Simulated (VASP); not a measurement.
Write the native input for VASP 6.6.1 that does the following.

```yaml
Task: single point
Functional: LDA
Potentials_or_basis: VASP PAW LDA potentials, release 64 (Al, Cu)
Cutoff: 520 eV
k_mesh: 7 × 7 × 7
Occupations: gaussian, width 0.1 eV
Spin: no spin polarisation
Dipole_correction: no
Further_INCAR_settings: ALGO = Normal; EDIFF = 1e-06; NBANDS = 14
```

The structure of AlCu lies in POSCAR:

```
AlCu
1.0
    2.9279128193      0.0000000000      0.0000000000
    0.0000000000      2.9279128193      0.0000000000
    0.0000000000      0.0000000000      2.9279128193
Al Cu
1 1
Direct
    0.0000000000      0.0000000000      0.0000000000
    0.5000000000      0.5000000000      0.5000000000
```

These files were run (other wordings do the same):

INCAR

```
SYSTEM = AlCu
ALGO     = Normal         ! electronic algorithm
EDIFF    = 1E-6           ! SCF threshold, eV
ENCUT    = 520            ! plane-wave cutoff, eV
GGA      = CA             ! functional
ISIF     = 2              ! what is computed and relaxed
ISMEAR   = 0              ! smearing method
LASPH    = .True.         ! aspherical terms in the spheres
LCHARG   = .True.         ! write CHGCAR
LELF     = .True.         ! ELF
LREAL    = .False.        ! projectors in reciprocal space
LVHAR    = .True.       
LWAVE    = .False.        ! write WAVECAR
NBANDS   = 14             ! bands
NELM     = 80             ! most SCF steps
PREC     = Accurate       ! precision mode
SIGMA    = 0.1            ! smearing width, eV
```

KPOINTS

```
k-points
0
Gamma
  7 7 7
  0 0 0
```

Potentials or basis: VASP PAW LDA potentials, release 64 (Al, Cu).

Command:

```sh
$ cat potpaw_LDA.64/Al/POTCAR potpaw_LDA.64/Cu/POTCAR > POTCAR
$ mpirun -np 1 vasp_std > vasp.out
```

It gave:

```
Pressure               : 1.0 GPa
Band gap on the k mesh : zero (band 7 reaches 13.73 eV, above the bottom of band 8 at 9.30 eV)
```

Run time: 5.6 s on 1 thread of Intel(R) Xeon(R) Platinum 8259CL CPU @ 2.50GHz (Skylake/Cascade Lake), on a shared host, peak memory 0.13 GiB.
